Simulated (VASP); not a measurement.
# Co (P6_3/mmc) in VASP: single point with PBE+D3(BJ)

Aim: the single point of Co with PBE+D3(BJ).

Everything below comes from runs of VASP 6.6.1. Logs are shortened: lines on timing, memory, paths and dates and some standing lists are left out, and cuts for length are marked.

### 1 The cell of the first run

The structure is hexagonal, space group P6_3/mmc (No. 194). Conventional cell: a = 2.469 Å, b = 2.469 Å, c = 3.993 Å, α = 90.00°, β = 90.00°, γ = 120.00°. Within 3.2 Å of Co (site symmetry -6m2) lie 12 Co at 2.45 to 2.47 Å.

### 2 Single point, PBE+D3(BJ), collinear spin, ferromagnetic start

Contents of INCAR:

```
PREC = Accurate
ENCUT = 520
EDIFF = 1E-7
ISMEAR = 0
SIGMA = 0.1
LREAL = False
LASPH = True
NELM = 150
ALGO = Normal
ISIF = 2
LWAVE = False
LCHARG = False
ISPIN = 2
MAGMOM = 1.83 1.83
LORBIT = 11
LMAXMIX = 4
GGA = PE
IVDW = 12
NBANDS = 20
```

Contents of KPOINTS:

```
regular mesh
0
Gamma
  18 18 10
```

Contents of POSCAR:

```
Co
1.0
    2.4689950592      0.0000000000      0.0000000000
   -1.2344975296      2.1382124431      0.0000000000
    0.0000000000      0.0000000000      3.9931550747
Co
2
Direct
    0.3333333333      0.6666666667      0.2500000000
    0.6666666667      0.3333333333      0.7500000000
```

Potentials or basis: VASP PAW PBE potentials, release 64 (Co).

Launch:

```
> cat potpaw_PBE.64/Co/POTCAR > POTCAR
> mpirun -np 1 vasp_std > vasp.out
```

OUTCAR:

```text
PREC = Accurate
   ENCUT = 520
   EDIFF = 1E-7
   ISMEAR = 0
   LREAL = False
   LASPH = True
   NELM = 150
   ISIF = 2
   ISPIN = 2
   LORBIT = 11
   GGA = PE
   IVDW = 12
 IVDW          = 12

 ion  position               nearest neighbor table
   1  0.333  0.667  0.250-   2 2.45   2 2.45   2 2.45   2 2.45   2 2.45   2 2.45
   2  0.667  0.333  0.750-   1 2.45   1 2.45   1 2.45   1 2.45   1 2.45   1 2.45

  LATTYP: Found a hexagonal cell.
 ALAT       =     2.4689950592
 C/A-ratio  =     1.6173199941

  Lattice vectors:

 A1 = (   2.4689950592,   0.0000000000,   0.0000000000)
 A2 = (  -1.2344975296,   2.1382124431,   0.0000000000)
 A3 = (   0.0000000000,   0.0000000000,   3.9931550747)

Analysis of symmetry for initial positions (statically):
=====================================================================
 Subroutine PRICEL returns:
 Original cell was already a primitive cell.

 Routine SETGRP: Setting up the symmetry group for a
 hexagonal supercell.

 Subroutine GETGRP returns: Found 24 space group operations
 (whereof 12 operations were pure point group operations)
 out of a pool of 24 trial point group operations.

The static configuration has the point symmetry D_3d.
 The point group associated with its full space group is D_6h.

Analysis of symmetry for dynamics (positions and initial velocities):
=====================================================================
 Subroutine PRICEL returns:
 Original cell was already a primitive cell.

 Routine SETGRP: Setting up the symmetry group for a
 hexagonal supercell.

 Subroutine GETGRP returns: Found 24 space group operations
 (whereof 12 operations were pure point group operations)
 out of a pool of 24 trial point group operations.

The dynamic configuration has the point symmetry D_3d.
 The point group associated with its full space group is D_6h.

Analysis of structural, dynamic, and magnetic symmetry:
=====================================================================
 Subroutine PRICEL returns:
 Original cell was already a primitive cell.

 Routine SETGRP: Setting up the symmetry group for a
 hexagonal supercell.

 Subroutine GETGRP returns: Found 24 space group operations
 (whereof 12 operations were pure point group operations)
 out of a pool of 24 trial point group operations.

The overall configuration has the point symmetry D_3d.
 The point group associated with its full space group is D_6h.

 Subroutine INISYM returns: Found 24 space group operations
 (whereof 12 operations are pure point group operations),
 and found     1 'primitive' translations
[... 116 lines left out ...]
  volume/ion in A,a.u.               =      10.54        71.13
  Fermi-wavevector in a.u.,A,eV,Ry     =   1.553114  2.934959 32.819459  2.412162
  Thomas-Fermi vector in A             =   2.657391
   LORBIT       =     11    0 simple, 1 ext, 2 COOP (PROOUT), +10 PAW based schemes
   GGA     = PE    functional components
   LHFCALC =     F    Hartree Fock is set to
   AEXX    =    0.0000 exact exchange contribution
   IVDW    =    12    specifies the selected vdW correction
   LEPSILON=     F    determine dielectric tensor
   LRPA    =     F    only Hartree local field effects (RPA)
 spin polarized calculation
 Gauss-broadening in eV      SIGMA  =   0.10
  energy-cutoff  :      520.00
  volume of cell :       21.08
 maximum number of plane-waves:       580
   NGX =  9   NGY =  9   NGZ = 15

 number of electron      17.9999983 magnetization       3.1603456

 Free energy of the ion-electron system (eV)
  ---------------------------------------------------
  ext. energy  EPLUGINS =         0.00000000
  ---------------------------------------------------
  free energy    TOTEN  =       -14.06654037 eV

  energy without entropy =      -14.05803493  energy(sigma->0) =      -14.06228765

 E-fermi :  10.6637     XC(G=0): -13.5748

 val. band max:       10.6569344780   @ k =   0.1111   0.0556   0.2000
 cond. band min:      10.6650318783   @ k =   0.2778   0.0556   0.5000
 fundamental gap:      0.0080974003
 Fermi energy:        10.6637467193

 spin component 1

 k-point     1 :       0.0000    0.0000    0.0000
  band No.  band energies     occupation
      1       1.5956      1.00000
      2       5.4109      1.00000
      3       8.0257      1.00000
      4       8.0463      1.00000
      5       8.0463      1.00000
      6       8.3733      1.00000
[... 541 lines left out ...]
     19      33.7001      0.00000
     20      36.0939      0.00000

 [... further k-points ...]

 spin component 2

 k-point     1 :       0.0000    0.0000    0.0000
  band No.  band energies     occupation
      1       1.5897      1.00000
      2       6.3341      1.00000
      3       9.6282      1.00000
      4       9.6544      1.00000
      5       9.6544      1.00000
      6      10.0356      1.00000
[... 541 lines left out ...]
     19      34.0146      0.00000
     20      36.4469      0.00000

 [... further k-points ...]

------------------------ aborting loop because EDIFF is reached ----------------------------------------

 Edisp (eV)   -0.85909

 E8    (eV) :    -0.3771

  FORCE on cell =-STRESS in cart. coord.  units (eV):
  Direction    XX          YY          ZZ          XY          YZ          ZX
  --------------------------------------------------------------------------------------
  -------------------------------------------------------------------------------------
  Total      -0.10644    -0.10644    -0.12379     0.00000     0.00000    -0.00000
  in kB      -8.08970    -8.08970    -9.40856     0.00000     0.00000    -0.00000
  external pressure =       -8.53 kB  Pullay stress =        0.00 kB

 VOLUME and BASIS-vectors are now :
 -----------------------------------------------------------------------------
  energy-cutoff  :      520.00
  volume of cell :       21.08
      direct lattice vectors                 reciprocal lattice vectors
     2.468995059  0.000000000  0.000000000     0.405023087  0.233840188  0.000000000
    -1.234497530  2.138212443  0.000000000     0.000000000  0.467680376  0.000000000
     0.000000000  0.000000000  3.993155075     0.000000000  0.000000000  0.250428541

 POSITION                                       TOTAL-FORCE (eV/Angst)
 -----------------------------------------------------------------------------------
     -0.00000      1.42547      0.99829         0.000000      0.000000      0.000000
      1.23450      0.71274      2.99487        -0.000000     -0.000000      0.000000
 -----------------------------------------------------------------------------------
    total drift:                                0.000000     -0.000000     -0.000000

  FREE ENERGIE OF THE ION-ELECTRON SYSTEM (eV)
  ---------------------------------------------------
  free  energy   TOTEN  =       -14.9256262450 eV

  energy  without entropy=      -14.9171208075  energy(sigma->0) =      -14.92137353

 total charge

# of ion       s       p       d       tot
------------------------------------------
    1        0.501   0.547   7.284   8.331
    2        0.501   0.547   7.284   8.331
--------------------------------------------------
tot          1.002   1.093  14.567  16.662

 magnetization (x)

# of ion       s       p       d       tot
------------------------------------------
    1       -0.016  -0.056   1.667   1.595
    2       -0.016  -0.056   1.667   1.595
--------------------------------------------------
tot         -0.031  -0.113   3.334   3.190
```

OSZICAR:

```text
N       E                     dE             d eps       ncg     rms          rms(c)
DAV:   1     0.840778286671E+02    0.84078E+02   -0.79127E+03 18956   0.120E+03
DAV:   2    -0.116016643947E+02   -0.95679E+02   -0.86037E+02 18024   0.216E+02
DAV:   3    -0.160754604821E+02   -0.44738E+01   -0.42715E+01 20316   0.562E+01
DAV:   4    -0.161431824141E+02   -0.67722E-01   -0.67667E-01 22072   0.612E+00
DAV:   5    -0.161451052636E+02   -0.19228E-02   -0.19227E-02 20596   0.974E-01    0.153E+01
DAV:   6    -0.144565217167E+02    0.16886E+01   -0.70353E+00 20200   0.551E+01    0.678E+00
DAV:   7    -0.141038209633E+02    0.35270E+00   -0.10681E+00 21224   0.196E+01    0.390E+00
DAV:   8    -0.140819028403E+02    0.21918E-01   -0.15639E-02 23236   0.124E+00    0.185E+00
DAV:   9    -0.140667829268E+02    0.15120E-01   -0.27301E-03 29428   0.976E-01    0.491E-01
DAV:  10    -0.140665297890E+02    0.25314E-03   -0.98706E-04 23984   0.420E-01    0.538E-02
DAV:  11    -0.140665433022E+02   -0.13513E-04   -0.46884E-05 21100   0.630E-02    0.276E-02
DAV:  12    -0.140665409659E+02    0.23363E-05   -0.28647E-06 21116   0.157E-02    0.156E-02
DAV:  13    -0.140665408766E+02    0.89206E-07   -0.18392E-06 25956   0.163E-02    0.571E-03
DAV:  14    -0.140665405754E+02    0.30125E-06   -0.27014E-07 19192   0.457E-03    0.119E-03
DAV:  15    -0.140665403300E+02    0.24537E-06   -0.88289E-09  9384   0.144E-03    0.113E-03
DAV:  16    -0.140665403712E+02   -0.41201E-07   -0.32948E-09  9212   0.787E-04
   1 F= -.14925626E+02 E0= -.14921374E+02  d E =-.850544E-02  mag=     3.1603
```

Wall time 4.1 min (1 thread of Intel Xeon 8259CL, shared host); peak memory 0.25 GiB.

What came out:

```yaml
Free_energy: -14.9256 eV
Pressure: -0.9 GPa
Net_moment: 3.16 μB per cell
Site_moments: Co +1.59 μB
Valence_electrons_inside_the_program's_atomic_spheres: Co 8.33
Dispersion_energy_per_atom: -0.430 eV
```

Stress tensor (GPa, compression positive):
```
-0.81  0.00  0.00
 0.00 -0.81  0.00
 0.00  0.00 -0.94
```

Levels at points of the mesh, in eV from the Fermi level:
Spin up:
```csv
k point,band 9,band 10,band 11,band 12,band 13,band 14
"(0.00, 0.00, 0.00)",-1.93,-0.78,-0.78,-0.08,6.63,22.23
"(0.50, 0.00, 0.00)",-0.54,-0.48,1.40,3.48,9.93,10.62
"(0.00, 0.00, 0.50)",-1.10,-1.10,-1.10,-1.10,15.37,15.37
"(0.50, 0.00, 0.50)",-0.55,-0.55,1.66,1.66,7.54,7.54
```
Spin down:
```
           k point  band 4  band 5  band 6  band 7  band 8  band 9  band 10  band 11
(0.00, 0.00, 0.00)   -1.01   -1.01   -0.63   -0.63   -0.19   -0.19    -0.14     1.08
(0.50, 0.00, 0.00)   -1.90   -1.17   -1.08   -0.65    1.21    1.35     1.39     2.62
(0.00, 0.00, 0.50)   -1.60   -1.08   -1.08   -1.08   -1.08    0.73     0.73     0.73
(0.50, 0.00, 0.50)   -2.47   -0.07   -0.07    0.25    0.25    1.32     1.32     2.28
```
